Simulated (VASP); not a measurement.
# Li2B (I4/mcm) in VASP: notebook

The runs below take Li2B through single point, relaxation of cell and atoms, with PBE.

Everything below comes from runs of VASP 6.6.1. Logs are shortened: lines on timing, memory, paths and dates and some standing lists are left out, and cuts for length are marked.

## Step 1: The cell of the first run

It takes space group I4/mcm (No. 140, tetragonal). The conventional cell has a = 6.354 Å, b = 6.354 Å, c = 3.271 Å, α = 90.00°, β = 90.00°, γ = 90.00°. Within 3.1 Å of Li (site symmetry m2m) lie 7 Li at 2.32 to 2.85 Å and 4 B at 2.53 Å. B (site symmetry 422) has 2 B at 1.64 Å within 2.2 Å.

## Step 2: Single point, PBE

Contents of INCAR:

```
ALGO = Normal
EDIFF = 1E-6
ENCUT = 520
GGA = PE
ISIF = 2
ISMEAR = 0
LASPH = T
LCHARG = F
LREAL = F
LWAVE = F
NBANDS = 18
NELM = 80
PREC = Accurate
SIGMA = 0.1
```

Contents of KPOINTS:

```
k-points
0
Gamma
  6 6 6
```

Contents of POSCAR:

```
Li2B
1.0
   -3.1770721265      3.1770721265      1.6355613259
    3.1770721265     -3.1770721265      1.6355613259
    3.1770721265      3.1770721265     -1.6355613259
Li B
4 2
Direct
    0.3412026228      0.1587973772      0.5000000000
    0.8412026228      0.3412026228      0.1824052455
    0.6587973772      0.8412026228      0.5000000000
    0.1587973772      0.6587973772      0.8175947545
    0.2500000000      0.2500000000      0.0000000000
    0.7500000000      0.7500000000      0.0000000000
```

Potentials or basis: VASP PAW PBE potentials, release 64 (Li_sv, B).

Started as:

```bash
$ cat potpaw_PBE.64/Li_sv/POTCAR potpaw_PBE.64/B/POTCAR > POTCAR
$ mpirun -np 1 vasp_std > vasp.out
```

OUTCAR:

```text
EDIFF = 1E-6
   ENCUT = 520
   GGA = PE
   ISIF = 2
   ISMEAR = 0
   LASPH = T
   LREAL = F
   NELM = 80
   PREC = Accurate

 ion  position               nearest neighbor table
   1  0.341  0.159  0.500-   3 2.32   3 2.32   4 2.60   2 2.60   2 2.60   4 2.60
   2  0.841  0.341  0.182-   4 2.32   4 2.32   3 2.60   1 2.60   1 2.60   3 2.60
   3  0.659  0.841  0.500-   1 2.32   1 2.32   4 2.60   2 2.60   4 2.60   2 2.60
   4  0.159  0.659  0.818-   2 2.32   2 2.32   1 2.60   3 2.60   1 2.60   3 2.60
   5  0.250  0.250  0.000-   6 1.64   6 1.64
   6  0.750  0.750  0.000-   5 1.64   5 1.64

  LATTYP: Found a body centered tetragonal cell.
 ALAT       =     6.3541442530
 C/A-ratio  =     0.5148014464

  Lattice vectors:

 A1 = (  -3.1770721265,   3.1770721265,   1.6355613259)
 A2 = (   3.1770721265,  -3.1770721265,   1.6355613259)
 A3 = (   3.1770721265,   3.1770721265,  -1.6355613259)

Analysis of symmetry for initial positions (statically):
=====================================================================
 Subroutine PRICEL returns:
 Original cell was already a primitive cell.

 Routine SETGRP: Setting up the symmetry group for a
 body centered tetragonal supercell.

 Subroutine GETGRP returns: Found 16 space group operations
 (whereof  8 operations were pure point group operations)
 out of a pool of 16 trial point group operations.

The static configuration has the point symmetry C_4h.
 The point group associated with its full space group is D_4h.

Analysis of symmetry for dynamics (positions and initial velocities):
=====================================================================
 Subroutine PRICEL returns:
 Original cell was already a primitive cell.

 Routine SETGRP: Setting up the symmetry group for a
 body centered tetragonal supercell.

 Subroutine GETGRP returns: Found 16 space group operations
 (whereof  8 operations were pure point group operations)
 out of a pool of 16 trial point group operations.

The dynamic configuration has the point symmetry C_4h.
 The point group associated with its full space group is D_4h.

 Subroutine INISYM returns: Found 16 space group operations
 (whereof  8 operations are pure point group operations),
 and found     1 'primitive' translations

----------------------------------------------------------------------------------------

[... 97 lines left out ...]
   LASPH  =      T    aspherical Exc in radial PAW
   ENCUT  =  520.0 eV  38.22 Ry    6.18 a.u.   8.89  8.89  8.89*2*pi/ulx,y,z
   NELM   =     80;   NELMIN=  2; NELMDL= -5     # of ELM steps
   EDIFF  = 0.1E-05   stopping-criterion for ELM
   LREAL  =      F    real-space projection
   EDIFFG = 0.1E-04   stopping-criterion for IOM
   NSW    =      0    number of steps for IOM
   IBRION =     -1    ionic relax: 0-MD 1-quasi-New 2-CG
   NFREE  =      0    steps in history (QN), initial steepest desc. (CG)
   ISIF   =      2    stress and relaxation
   ISYM   =      2    0-nonsym 1-usesym 2-fastsym
   POTIM  = 0.5000    time-step for ionic-motion
   TEBEG  =    0.0;   TEEND  =   0.0 temperature during run
   PSTRESS=    0.0 pullay stress
   NELECT =      18.0000    total number of electrons
   NUPDOWN=      -1.0000    fix difference up-down
   EMIN   =  10.00;   EMAX   =-10.00  energy-range for DOS
   EFERMI =   0.00;   METHOD = LEGACY
   ISMEAR =     0;   SIGMA  =   0.10  broadening in eV -4-tet -1-fermi 0-gaus
   EFERMI_NEDOS =   21; number of points for ismear=-14 and -15
   IALGO  =     38    algorithm
   IMIX   =      4    mixing-type and parameters
     AMIX     =   0.40;   BMIX     =  1.00
     AMIX_MAG =   1.60;   BMIX_MAG =  1.00
  volume/ion in A,a.u.               =      11.01        74.27
  Fermi-wavevector in a.u.,A,eV,Ry     =   1.061464  2.005876 15.329768  1.126706
  Thomas-Fermi vector in A             =   2.196881
   LORBIT       =      0    0 simple, 1 ext, 2 COOP (PROOUT), +10 PAW based schemes
   GGA     = PE    functional components
   LHFCALC =     F    Hartree Fock is set to
   AEXX    =    0.0000 exact exchange contribution
   IVDW    =     0    specifies the selected vdW correction
   LEPSILON=     F    determine dielectric tensor
   LRPA    =     F    only Hartree local field effects (RPA)
 non-spin polarized calculation
 Gauss-broadening in eV      SIGMA  =   0.10
  energy-cutoff  :      520.00
  volume of cell :       66.04
 maximum number of plane-waves:      1792
   NGX = 17   NGY = 17   NGZ = 17

 number of electron      18.0000026 magnetization

 Free energy of the ion-electron system (eV)
  ---------------------------------------------------
  ext. energy  EPLUGINS =         0.00000000
  ---------------------------------------------------
  free energy    TOTEN  =       -20.78724496 eV

  energy without entropy =      -20.77877741  energy(sigma->0) =      -20.78301119

 E-fermi :   3.0469     XC(G=0):  -9.0717

 val. band max:        3.0135027016   @ k =   0.5000   0.1667   0.0000
 cond. band min:       3.1036911140   @ k =   0.5000   0.3333   0.0000
 fundamental gap:      0.0901884125
 Fermi energy:         3.0469036847

 k-point     1 :       0.0000    0.0000    0.0000
  band No.  band energies     occupation
      1     -43.1834      2.00000
      2     -43.1095      2.00000
      3     -43.0386      2.00000
      4     -43.0386      2.00000
      5      -6.9263      2.00000
      6      -0.4699      2.00000
[... 481 lines left out ...]
      5      -4.6241      2.00000
      6      -4.4327      2.00000
[... 10 lines left out ...]
     17      11.5960      0.00000
     18      11.8838      0.00000

 [... further k-points ...]
[... 5 lines left out ...]
  --------------------------------------------------------------------------------------
  -------------------------------------------------------------------------------------
  Total        0.0528267      0.0528267     -0.1338888      0.0000000      0.0000000      0.0000000
  in kB        1.2816898      1.2816898     -3.2484336      0.0000000      0.0000000      0.0000000
  external PRESSURE =      -0.2283514 kB  Pullay stress =       0.0000000 kB

 VOLUME and BASIS-vectors are now :
 -----------------------------------------------------------------------------
  energy-cutoff  :      520.00
  volume of cell :       66.04
      direct lattice vectors                 reciprocal lattice vectors
    -3.177072127  3.177072127  1.635561326     0.000000000  0.157377604  0.305705443
     3.177072127 -3.177072127  1.635561326     0.157377604  0.000000000  0.305705443
     3.177072127  3.177072127 -1.635561326     0.157377604  0.157377604  0.000000000

 POSITION                                       TOTAL-FORCE (eV/Angst)
 -----------------------------------------------------------------------------------
      1.00902      2.16805      0.00000         0.030260     -0.030260     -0.000000
     -1.00902      2.16805      1.63556        -0.030260     -0.030260     -0.000000
      2.16805      1.00902      1.63556        -0.030260      0.030260     -0.000000
      4.18609      1.00902     -0.00000         0.030260      0.030260      0.000000
      0.00000      0.00000      0.81778         0.000000      0.000000     -0.000000
      0.00000      0.00000      2.45334         0.000000      0.000000     -0.000000
 -----------------------------------------------------------------------------------
    total drift:                                0.000000      0.000000      0.000000

  FREE ENERGIE OF THE ION-ELECTRON SYSTEM (eV)
  ---------------------------------------------------
  free  energy   TOTEN  =       -20.7872449614 eV

  energy  without entropy=      -20.7787774131  energy(sigma->0) =      -20.78301119
```

OSZICAR:

```text
N       E                     dE             d eps       ncg     rms          rms(c)
DAV:   1     0.742565055649E+02    0.74257E+02   -0.77004E+03  1080   0.103E+03
DAV:   2    -0.723705116800E+01   -0.81494E+02   -0.77742E+02  1290   0.246E+02
DAV:   3    -0.217361051101E+02   -0.14499E+02   -0.14269E+02  2052   0.543E+01
DAV:   4    -0.220811355127E+02   -0.34503E+00   -0.34424E+00  1410   0.140E+01
DAV:   5    -0.220912227497E+02   -0.10087E-01   -0.10085E-01  1738   0.186E+00    0.487E+00
DAV:   6    -0.208305969114E+02    0.12606E+01   -0.22363E+00  1264   0.521E+00    0.216E+00
DAV:   7    -0.207889077485E+02    0.41689E-01   -0.34955E-01  1504   0.243E+00    0.110E+00
DAV:   8    -0.207877486392E+02    0.11591E-02   -0.70961E-02  1562   0.118E+00    0.229E-01
DAV:   9    -0.207872889468E+02    0.45969E-03   -0.53113E-03  1358   0.301E-01    0.101E-01
DAV:  10    -0.207872476123E+02    0.41335E-04   -0.72520E-04  1446   0.140E-01    0.170E-02
DAV:  11    -0.207872448531E+02    0.27592E-05   -0.37034E-05  1404   0.370E-02    0.639E-03
DAV:  12    -0.207872449614E+02   -0.10834E-06   -0.48014E-06  1480   0.120E-02
   1 F= -.20787245E+02 E0= -.20783011E+02  d E =-.846755E-02
```

It took 16 s on 1 thread of Intel Xeon 6975P-C (Granite Rapids), shared host; peak memory 0.19 GiB.

Results:

```
Free energy            : -20.7872 eV
Largest force          : 0.043 eV/Å
Band gap on the k mesh : zero (band 9 reaches 3.50 eV, above the bottom of band 10 at 2.07 eV)
```

Forces in eV/Å, atoms in the order of the input:
```
Li   0.030 -0.030  0.000
Li  -0.030 -0.030  0.000
Li  -0.030  0.030  0.000
Li   0.030  0.030  0.000
B    0.000  0.000  0.000
B    0.000  0.000  0.000
```

Caveat: the k points lie up to 0.36 Å⁻¹ apart; the cutoff is under 1.25 times the usual one of these potentials, so pressure, stress and relaxed cells hold a basis-set (Pulay) error.

[end of part 1 of 2]
